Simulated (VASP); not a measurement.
# Pt (R-3m) in VASP: further runs, part 2 of 2

VASP 6.6.1. Earlier steps stand in the parts before.

## 5. Single point, LDA (14.91 Å³/atom)

Input file INCAR:

```
ALGO = Normal ; EDIFF = 1E-6
ENCUT = 570 ; GGA = CA
GGA_COMPAT = False ; ISIF = 2
ISMEAR = 0 ; LASPH = True
LCHARG = True ; LELF = True
LREAL = False ; LVHAR = True
LWAVE = False ; NBANDS = 15
NELM = 120 ; PREC = Accurate
SIGMA = 0.15
```

Input file KPOINTS:

```
k-points
0
Gamma
  22 22 22
```

Input file POSCAR:

```
Pt
1.0
   -2.1734768767      1.6081270845      1.6081270845
    1.6081270845     -2.1734768767      1.6081270845
    1.6081270845      1.6081270845     -2.1734768767
Pt
1
Direct
    0.0000000000      0.0000000000      0.0000000000
```

Command:

```sh
$ cat potpaw_LDA.64/Pt_sv_GW/POTCAR > POTCAR
$ mpirun -np 1 vasp_std > vasp.out
```

It took 2.4 min on 1 thread of AMD EPYC 9R45 (Zen 5), shared host; peak memory 0.33 GiB.

Results (log left out):

```
Free energy            : 2.4887 eV
Pressure               : 293.6 GPa
Band gap on the k mesh : zero (bands 9 and 10 overlap by 7.81 eV)
```

Stress tensor (GPa, compression positive):
```
293.56 278.11 278.11
278.11 293.56 278.11
278.11 278.11 293.56
```

Levels at points of the mesh, in eV from the Fermi level:
```
           k point  band 6  band 7  band 8  band 9  band 10  band 11  band 12  band 13
(0.00, 0.00, 0.00)  -10.81   -6.85   -6.85    3.25     3.25    10.14    13.27    13.27
(0.50, 0.00, 0.00)  -12.35   -2.75   -2.13    0.22     4.21    12.23    16.46    16.60
(0.50, 0.50, 0.00)   -8.85   -4.52   -3.11   -1.47     3.29     3.40     7.07    16.10
(0.50, 0.50, 0.50)  -12.94   -2.03   -2.03    2.65     9.19     9.19    11.03    16.66
```

Caveat: atoms lie so close that the PAW spheres overlap strongly, which falsifies energies and pressures; the cell stands under pressure; spin-orbit coupling is left out, which moves the levels of the heavy elements.

## 6. Single point, LDA (13.12 Å³/atom)

This run uses another cell than the first one, of 13.12 Å³/atom.

Input file INCAR:

```
PREC = Accurate
ENCUT = 570
EDIFF = 1E-6
ISMEAR = 0
SIGMA = 0.15
LREAL = False
LASPH = True
NELM = 120
ALGO = Normal
ISIF = 2
LWAVE = False
LCHARG = True
GGA = CA
LELF = True
LVHAR = True
NBANDS = 15
GGA_COMPAT = False
```

Input file KPOINTS:

```
Automatic mesh
0
Gamma
  22 22 22
```

Input file POSCAR:

```
Pt
1.0
   -2.0828189285      1.5410504555      1.5410504555
    1.5410504555     -2.0828189285      1.5410504555
    1.5410504555      1.5410504555     -2.0828189285
Pt
1
Direct
    0.0000000000      0.0000000000      0.0000000000
```

Potentials or basis: VASP PAW LDA potentials, release 64 (Pt_sv_GW).

Command:

```sh
$ cat potpaw_LDA.64/Pt_sv_GW/POTCAR > POTCAR
$ mpirun -np 1 vasp_std > vasp.out
```

Run time: 3 min. Hardware: 1 thread of AMD EPYC 7R13 (Zen 3), shared host; peak memory 0.31 GiB.

The run converged. Its results:

* Free energy: 6.7288 eV
* Pressure: 477.5 GPa
* Band gap on the k mesh: zero (bands 9 and 10 overlap by 8.37 eV)

Stress tensor (GPa, compression positive):
```
477.49 431.58 431.58
431.58 477.49 431.58
431.58 431.58 477.49
```

Levels at points of the mesh, in eV from the Fermi level:
```
           k point  band 5  band 6  band 7  band 8  band 9  band 10  band 11  band 12  band 13  band 14
(0.00, 0.00, 0.00)  -17.03  -12.45   -8.37   -8.37    3.94     3.94     9.24    14.58    14.58    22.96
(0.50, 0.00, 0.00)  -15.15  -14.56   -3.45   -2.68    0.11     3.55    11.63    16.83    18.12    22.09
(0.50, 0.50, 0.00)  -16.90  -10.70   -5.49   -4.17   -1.61     3.98     4.13     7.13    17.17    22.42
(0.50, 0.50, 0.50)  -15.28  -15.28   -2.54   -2.54    3.19     8.82     8.82    11.49    17.25    17.25
```

Caveat: atoms lie so close that the PAW spheres overlap strongly, which falsifies energies and pressures; the cell stands under pressure; spin-orbit coupling is left out, which moves the levels of the heavy elements.

## 7. Single point, LDA (15.51 Å³/atom)

This run uses another cell than the first one, of 15.51 Å³/atom.

Input file INCAR:

```
PREC     = Accurate       # precision mode
ENCUT    = 570            # plane-wave cutoff, eV
EDIFF    = 1E-6           # SCF threshold, eV
ISMEAR   = 0              # smearing method
SIGMA    = 0.15           # smearing width, eV
LREAL    = F              # projectors in reciprocal space
LASPH    = T              # aspherical terms in the spheres
NELM     = 120            # most SCF steps
ALGO     = Normal         # electronic algorithm
ISIF     = 2              # what is computed and relaxed
LWAVE    = F              # write WAVECAR
LCHARG   = F              # write CHGCAR
GGA      = CA             # functional
NBANDS   = 15             # bands
GGA_COMPAT= F
```

KPOINTS is that of step 6.

Input file POSCAR:

```
Pt
1.0
   -1.9888742032      1.5973752992      1.5973752992
    1.5973752992     -1.9888742032      1.5973752992
    1.5973752992      1.5973752992     -1.9888742032
Pt
1
Direct
    0.0000000000      0.0000000000      0.0000000000
```

Command:

```sh
$ cat potpaw_LDA.64/Pt_sv_GW/POTCAR > POTCAR
$ mpirun -np 1 vasp_std > vasp.out
```

Wall time 99 s (1 thread of Intel Xeon Platinum 8488C (Sapphire Rapids), shared host); peak memory 0.37 GiB.

The run converged. Its results:

```
Free energy            : -4.5599 eV
Pressure               : 79.4 GPa
Band gap on the k mesh : zero (bands 9 and 10 overlap by 5.37 eV)
```

Stress tensor (GPa, compression positive):
```
79.44 92.58 92.58
92.58 79.44 92.58
92.58 92.58 79.44
```

Levels at points of the mesh, in eV from the Fermi level:
```csv
k point,band 7,band 8,band 9,band 10,band 11,band 12
"(0.00, 0.00, 0.00)",-4.59,-4.59,0.75,0.75,12.35,15.21
"(0.50, 0.00, 0.00)",-2.65,-2.18,0.15,2.57,12.02,12.82
"(0.50, 0.50, 0.00)",-2.00,-1.76,0.82,1.15,1.75,9.18
"(0.50, 0.50, 0.50)",-1.49,-1.49,2.02,8.06,8.06,9.51
```

Caveat: the cell stands under pressure; spin-orbit coupling is left out, which moves the levels of the heavy elements.

## 8. The runs side by side

| cell | gap on the mesh (eV) | pressure (GPa) |
| --- | --- | --- |
| a = 2.971 Å, angles 114.8°, 1 atom | none | 101.3 |
| a = 3.267 Å, angles 116.4°, 1 atom | none | 183.9 |
| a = 2.847 Å, angles 114.8°, 1 atom | none | 200.2 |
| a = 3.146 Å, angles 116.4°, 1 atom | none | 293.6 |
| a = 3.015 Å, angles 116.4°, 1 atom | none | 477.5 |
| a = 3.010 Å, angles 114.8°, 1 atom | none | 79.4 |

Alike in all rows: task single point; level LDA; potentials or basis VASP PAW LDA potentials, release 64 (Pt_sv_GW); no spin polarisation; k mesh 22 × 22 × 22; cutoff (eV) 570; smearing gaussian 0.15 eV.

Caveats: the cell stands under pressure; spin-orbit coupling is left out, which moves the levels of the heavy elements; atoms lie so close that the PAW spheres overlap strongly, which falsifies energies and pressures (at least some runs).

Absolute energies hang on the potentials; compare differences alone.
